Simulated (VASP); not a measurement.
# Co (P6_3/mmc) in VASP: settings compared, part 2 of 3

VASP 6.6.1. Earlier steps stand in the parts before.

**3. Single point, PBEsol, collinear spin, ferromagnetic start**

This run uses another cell than the first one, of 10.47 Å³/atom.

File INCAR:

```
  ALGO = Normal
  EDIFF = 1E-6
  ENCUT = 520
  GGA = PS
  ISIF = 2
  ISMEAR = -1
  ISPIN = 2
  LASPH = True
  LCHARG = False
  LMAXMIX = 4
  LORBIT = 11
  LREAL = False
  LWAVE = False
  MAGMOM = 2 2 2 2
  NBANDS = 30
  NELM = 150
  PREC = Accurate
  SIGMA = 0.05
```

File KPOINTS:

```
k-points
0
Gamma
  12 12 4
```

File POSCAR:

```
Co
1.0
    2.4539803297      0.0000000000      0.0000000000
   -1.2269901649      2.1252093060      0.0000000000
    0.0000000000      0.0000000000      8.0339487160
Co
4
Direct
    0.6666666667      0.3333333333      0.7500000000
    0.0000000000      0.0000000000      0.5000000000
    0.3333333333      0.6666666667      0.2500000000
    0.0000000000      0.0000000000      0.0000000000
```

Potentials or basis: VASP PAW PBE potentials, release 64 (Co).

Command:

```sh
> cat potpaw_PBE.64/Co/POTCAR > POTCAR
> mpirun -np 1 vasp_std > vasp.out
```

OUTCAR:

```text
EDIFF = 1E-6
   ENCUT = 520
   GGA = PS
   ISIF = 2
   ISMEAR = -1
   ISPIN = 2
   LASPH = True
   LORBIT = 11
   LREAL = False
   NELM = 150
   PREC = Accurate

 ion  position               nearest neighbor table
   1  0.667  0.333  0.750-   2 2.46   4 2.46   2 2.46   4 2.46   2 2.46   4 2.46
   2  0.000  0.000  0.500-   1 2.46   3 2.46   1 2.46   3 2.46   1 2.46   3 2.46
   3  0.333  0.667  0.250-   2 2.46   4 2.46   2 2.46   4 2.46   2 2.46   4 2.46
   4  0.000  0.000  0.000-   1 2.46   3 2.46   1 2.46   3 2.46   1 2.46   3 2.46

  LATTYP: Found a hexagonal cell.
[... 1817 lines left out ...]
     2.453980330  0.000000000  0.000000000     0.407501229  0.235270944  0.000000000
    -1.226990165  2.125209306  0.000000000     0.000000000  0.470541888  0.000000000
     0.000000000  0.000000000  8.033948716     0.000000000  0.000000000  0.124471793

 POSITION                                       TOTAL-FORCE (eV/Angst)
 -----------------------------------------------------------------------------------
      1.22699      0.70840      6.02546        -0.000000      0.000000      0.000000
      0.00000      0.00000      4.01697         0.000000      0.000000      0.000000
     -0.00000      1.41681      2.00849         0.000000      0.000000     -0.000000
      0.00000      0.00000      0.00000         0.000000      0.000000      0.000000
 -----------------------------------------------------------------------------------
    total drift:                                0.000000     -0.000000      0.000000

  FREE ENERGIE OF THE ION-ELECTRON SYSTEM (eV)
  ---------------------------------------------------
  free  energy   TOTEN  =       -30.9119158040 eV

  energy  without entropy=      -30.8761397641  energy(sigma->0) =      -30.89402778

 total charge

# of ion       s       p       d       tot
------------------------------------------
    1        0.505   0.560   7.274   8.339
    2        0.506   0.556   7.282   8.343
    3        0.505   0.560   7.274   8.339
    4        0.506   0.556   7.282   8.343
--------------------------------------------------
tot          2.022   2.231  29.112  33.365

 magnetization (x)

# of ion       s       p       d       tot
------------------------------------------
    1       -0.013  -0.048   1.690   1.628
    2       -0.014  -0.045   1.668   1.609
    3       -0.013  -0.048   1.690   1.628
    4       -0.014  -0.045   1.668   1.609
--------------------------------------------------
tot         -0.054  -0.188   6.714   6.473
```

OSZICAR:

```text
N       E                     dE             d eps       ncg     rms          rms(c)
DAV:   1     0.237219577088E+03    0.23722E+03   -0.15570E+04  7000   0.164E+03
DAV:   2    -0.204925576625E+02   -0.25771E+03   -0.23972E+03  6840   0.311E+02
DAV:   3    -0.355589007139E+02   -0.15066E+02   -0.14223E+02  7644   0.102E+02
DAV:   4    -0.358321381730E+02   -0.27324E+00   -0.27282E+00  8460   0.134E+01
DAV:   5    -0.358430066379E+02   -0.10868E-01   -0.10868E-01  9344   0.209E+00    0.233E+01
DAV:   6    -0.316806986270E+02    0.41623E+01   -0.28229E+01  7628   0.791E+01    0.971E+00
DAV:   7    -0.314889157700E+02    0.19178E+00   -0.56507E+00  7866   0.420E+01    0.128E+01
DAV:   8    -0.316120855368E+02   -0.12317E+00   -0.63762E+00  7974   0.493E+01    0.127E+01
DAV:   9    -0.309353989552E+02    0.67669E+00   -0.16471E+00  8342   0.254E+01    0.246E+00
DAV:  10    -0.309145067898E+02    0.20892E-01   -0.13684E-01  8404   0.419E+00    0.858E-01
DAV:  11    -0.309116987149E+02    0.28081E-02   -0.11815E-02  8418   0.928E-01    0.440E-01
DAV:  12    -0.309116606416E+02    0.38073E-04   -0.12376E-03 10908   0.461E-01    0.164E-01
DAV:  13    -0.309119299551E+02   -0.26931E-03   -0.32709E-04  8388   0.214E-01    0.102E-01
DAV:  14    -0.309119120714E+02    0.17884E-04   -0.14151E-04  9804   0.226E-01    0.315E-02
DAV:  15    -0.309119184677E+02   -0.63963E-05   -0.19767E-05  8742   0.407E-02    0.327E-02
DAV:  16    -0.309119153053E+02    0.31624E-05   -0.15276E-05  7404   0.824E-02    0.466E-03
DAV:  17    -0.309119158040E+02   -0.49864E-06   -0.10007E-06  3956   0.853E-03
   1 F= -.30911916E+02 E0= -.30894028E+02  d E =-.357760E-01  mag=     6.4462
```

stdout:

```text
POSCAR found type information on POSCAR Co
 POSCAR found :  1 types and       4 ions
 scaLAPACK will be used
 -----------------------------------------------------------------------------
|                                                                             |
|                                                                             |
|     You enforced a specific xc type in the INCAR file but a different       |
|     I HOPE YOU KNOW WHAT YOU ARE DOING!                                     |
|                                                                             |
 -----------------------------------------------------------------------------

 LDA part: xc-table for (Slater+PW92), standard interpolation
 POSCAR, INCAR and KPOINTS ok, starting setup
 FFT: planning ... GRIDC
 FFT: planning ... GRID_SOFT
 FFT: planning ... GRID
 WAVECAR not read
 entering main loop
```

Wall time 4.1 min (1 thread of Intel Xeon 8259CL, shared host); peak memory 0.23 GiB.

Results:

```yaml
Free_energy: -30.9119 eV
Pressure: -2.3 GPa
Net_moment: 6.45 μB per cell
Site_moments: Co +1.63, +1.61 (each value once) μB
Valence_electrons_inside_the_program's_atomic_spheres: Co 8.34
```

Stress tensor (GPa, compression positive):
```
-1.00  0.00  0.00
 0.00 -1.00  0.00
 0.00  0.00 -4.94
```

Levels at points of the mesh, in eV from the Fermi level:
Spin up:
| k point | band 18 | band 19 | band 20 | band 21 | band 22 | band 23 | band 24 | band 25 | band 26 | band 27 |
| --- | --- | --- | --- | --- | --- | --- | --- | --- | --- | --- |
| (0.00, 0.00, 0.00) | -1.45 | -1.45 | -1.13 | -1.13 | -0.73 | -0.73 | -0.37 | 6.42 | 15.00 | 15.01 |
| (0.50, 0.00, 0.00) | -0.48 | -0.47 | -0.45 | 0.23 | 1.35 | 2.57 | 3.19 | 7.21 | 7.24 | 10.56 |
| (0.00, 0.00, 0.50) | -1.61 | -1.61 | -1.61 | -0.90 | -0.90 | -0.90 | -0.90 | 9.42 | 9.42 | 21.08 |
| (0.50, 0.00, 0.50) | -0.61 | -0.49 | -0.49 | 1.29 | 1.29 | 2.87 | 2.87 | 7.54 | 7.54 | 9.52 |
Spin down:
| k point | band 10 | band 11 | band 12 | band 13 | band 14 | band 15 | band 16 | band 17 | band 18 | band 19 |
| --- | --- | --- | --- | --- | --- | --- | --- | --- | --- | --- |
| (0.00, 0.00, 0.00) | -1.18 | -1.18 | -0.89 | -0.89 | -0.84 | -0.84 | -0.32 | 0.04 | 0.04 | 0.40 |
| (0.50, 0.00, 0.00) | -1.19 | -0.85 | -0.11 | -0.08 | 0.54 | 1.23 | 1.24 | 1.25 | 1.29 | 1.35 |
| (0.00, 0.00, 0.50) | -1.10 | -1.10 | -1.10 | -0.98 | -0.98 | -0.98 | -0.98 | 0.23 | 0.23 | 0.23 |
| (0.50, 0.00, 0.50) | -0.89 | -0.88 | -0.88 | -0.24 | -0.24 | 0.83 | 0.83 | 1.25 | 1.25 | 1.36 |

Caveat: the PAW data sets were made with another functional, which shifts forces and pressure a little.

**4. Single point, PBEsol+D3(BJ), collinear spin, ferromagnetic start**

This run uses another cell than the first one, of 10.14 Å³/atom.

File INCAR:

```
SYSTEM = Co
ALGO = Normal ; EDIFF = 1E-6
ENCUT = 600 ; GGA = PS
GGA_COMPAT = .FALSE. ; ISIF = 2
ISMEAR = -1 ; ISPIN = 2
IVDW = 12 ; LASPH = .TRUE.
LCHARG = .FALSE. ; LMAXMIX = 4
LORBIT = 11 ; LREAL = .FALSE.
LWAVE = .FALSE. ; MAGMOM = 2 2 2 2
NBANDS = 46 ; NELM = 200
PREC = Accurate ; SIGMA = 0.05
```

File KPOINTS:

```
k-points
0
G
  12 12 4
  0 0 0
```

File POSCAR:

```
Co
1.0
    2.4370357376      0.0000000000      0.0000000000
   -1.2185178688      2.1105348586      0.0000000000
    0.0000000000      0.0000000000      7.8883272427
Co
4
Direct
    0.6666666667      0.3333333333      0.7500000000
    0.0000000000      0.0000000000      0.5000000000
    0.3333333333      0.6666666667      0.2500000000
    0.0000000000      0.0000000000      0.0000000000
```

Potentials or basis: VASP PAW PBE potentials, release 64 (Co_sv).

Command:

```sh
> cat potpaw_PBE.64/Co_sv/POTCAR > POTCAR
> mpirun -np 1 vasp_std > vasp.out
```

OUTCAR:

```text
SYSTEM = Co
   EDIFF = 1E-6
   ENCUT = 600
   GGA = PS
   ISIF = 2
   ISMEAR = -1
   ISPIN = 2
   IVDW = 12
   LASPH = .TRUE.
   LORBIT = 11
   LREAL = .FALSE.
   NELM = 200
   PREC = Accurate
 IVDW          = 12

 ion  position               nearest neighbor table
   1  0.667  0.333  0.750-   2 2.42   4 2.42   2 2.42   4 2.42   2 2.42   4 2.42
   2  0.000  0.000  0.500-   1 2.42   3 2.42   3 2.42   1 2.42   1 2.42   3 2.42
   3  0.333  0.667  0.250-   2 2.42   4 2.42   2 2.42   4 2.42   2 2.42   4 2.42
   4  0.000  0.000  0.000-   1 2.42   3 2.42   3 2.42   1 2.42   1 2.42   3 2.42

  LATTYP: Found a hexagonal cell.
 ALAT       =     2.4370357376
 C/A-ratio  =     3.2368533300

  Lattice vectors:

 A1 = (   2.4370357376,   0.0000000000,   0.0000000000)
 A2 = (  -1.2185178688,   2.1105348586,   0.0000000000)
 A3 = (   0.0000000000,   0.0000000000,   7.8883272427)

Analysis of symmetry for initial positions (statically):
=====================================================================
 Subroutine PRICEL returns:
[... 2566 lines left out ...]
  Direction    XX          YY          ZZ          XY          YZ          ZX
  --------------------------------------------------------------------------------------
  -------------------------------------------------------------------------------------
  Total      -1.01765    -1.01765    -1.02722     0.00000     0.00000     0.00000
  in kB     -40.18539   -40.18539   -40.56359     0.00000     0.00000     0.00000
  external pressure =      -40.31 kB  Pullay stress =        0.00 kB

 VOLUME and BASIS-vectors are now :
 -----------------------------------------------------------------------------
  energy-cutoff  :      600.00
  volume of cell :       40.57
      direct lattice vectors                 reciprocal lattice vectors
     2.437035738  0.000000000  0.000000000     0.410334565  0.236906772  0.000000000
    -1.218517869  2.110534859  0.000000000     0.000000000  0.473813543  0.000000000
     0.000000000  0.000000000  7.888327243     0.000000000  0.000000000  0.126769589

 POSITION                                       TOTAL-FORCE (eV/Angst)
 -----------------------------------------------------------------------------------
      1.21852      0.70351      5.91625         0.000000     -0.000000     -0.000000
      0.00000      0.00000      3.94416        -0.000000      0.000000     -0.000000
     -0.00000      1.40702      1.97208        -0.000000     -0.000000      0.000000
      0.00000      0.00000      0.00000        -0.000000      0.000000     -0.000000
 -----------------------------------------------------------------------------------
    total drift:                                0.000000     -0.000000      0.000000

  FREE ENERGIE OF THE ION-ELECTRON SYSTEM (eV)
  ---------------------------------------------------
  free  energy   TOTEN  =       -32.8386760401 eV

  energy  without entropy=      -32.8048667402  energy(sigma->0) =      -32.82177139

 total charge

# of ion       s       p       d       tot
------------------------------------------
    1        2.262   6.139   6.700  15.101
    2        2.262   6.137   6.707  15.106
    3        2.262   6.139   6.700  15.101
    4        2.262   6.137   6.707  15.106
--------------------------------------------------
tot          9.048  24.552  26.814  60.414

 magnetization (x)

# of ion       s       p       d       tot
------------------------------------------
    1       -0.004  -0.013   1.655   1.638
    2       -0.005  -0.012   1.632   1.615
    3       -0.004  -0.013   1.655   1.638
    4       -0.005  -0.012   1.632   1.615
--------------------------------------------------
tot         -0.018  -0.050   6.574   6.506
```

stdout:

```text
POSCAR found type information on POSCAR Co
 POSCAR found :  1 types and       4 ions
 scaLAPACK will be used
 -----------------------------------------------------------------------------
|                                                                             |
|                                                                             |
|     You enforced a specific xc type in the INCAR file but a different       |
|     I HOPE YOU KNOW WHAT YOU ARE DOING!                                     |
|                                                                             |
 -----------------------------------------------------------------------------

 LDA part: xc-table for (Slater+PW92), standard interpolation
 POSCAR, INCAR and KPOINTS ok, starting setup
 FFT: planning ... GRIDC
 FFT: planning ... GRID_SOFT
 FFT: planning ... GRID
 WAVECAR not read
 entering main loop
```

Run time: 4.6 min. Hardware: 1 thread of Intel Xeon Platinum 8488C (Sapphire Rapids), shared host; peak memory 0.3 GiB.

Results:

- Free energy: -32.8387 eV
- Pressure: -4.0 GPa
- Net moment: 6.31 μB per cell
- Site moments: Co +1.64, +1.61 (each value once) μB
- Valence electrons inside the program's atomic spheres: Co 15.10, 15.11 (each value once)
- Dispersion energy per atom: -0.407 eV

Caveat: the cell stands under tension; the PAW data sets were made with another functional, which shifts forces and pressure a little.

**5. Single point, PBE, collinear spin, ferromagnetic start**

This run uses another cell than the first one, of 10.69 Å³/atom.

File INCAR:

```
SYSTEM = Co
ALGO = Normal
EDIFF = 1E-6
ENCUT = 600
GGA = PE
GGA_COMPAT = .False.
ISIF = 2
ISMEAR = -1
ISPIN = 2
LASPH = .True.
LCHARG = .False.
LMAXMIX = 4
LORBIT = 11
LREAL = .False.
LWAVE = .False.
MAGMOM = 3 3 3 3
NBANDS = 46
NELM = 200
NUPDOWN = 12.0
PREC = Accurate
SIGMA = 0.05
```

File KPOINTS:

```
k-points
0
Gamma
  10 10 3
  0 0 0
```

File POSCAR:

```
Co
1.0
    2.4705617809      0.0000000000      0.0000000000
   -1.2352808905      2.1395692639      0.0000000000
    0.0000000000      0.0000000000      8.0882338000
Co
4
Direct
    0.6666666667      0.3333333333      0.7500000000
    0.0000000000      0.0000000000      0.5000000000
    0.3333333333      0.6666666667      0.2500000000
    0.0000000000      0.0000000000      0.0000000000
```

Command:

```sh
> cat potpaw_PBE.64/Co_sv/POTCAR > POTCAR
> mpirun -np 1 vasp_std > vasp.out
```

Wall time 3.6 min (1 thread of Intel Xeon Platinum 8259CL at 2.50GHz (Skylake/Cascade Lake), shared host); peak memory 0.23 GiB.

The run converged. Its results:

| Property | Result |
| --- | --- |
| Free energy | -20.8990 eV |
| Pressure | 46.5 GPa |
| Net moment | 12.00 μB per cell |
| Site moments | Co +2.69, +2.67 (each value once) μB |
| Valence electrons inside the program's atomic spheres | Co 14.95 |

Stress tensor (GPa, compression positive):
```
45.52  0.00  0.00
 0.00 45.52  0.00
 0.00  0.00 48.38
```

Caveat: the cell stands under pressure; the total moment is fixed, so each spin has its own Fermi level.

(Continued in part 3 of 3.)
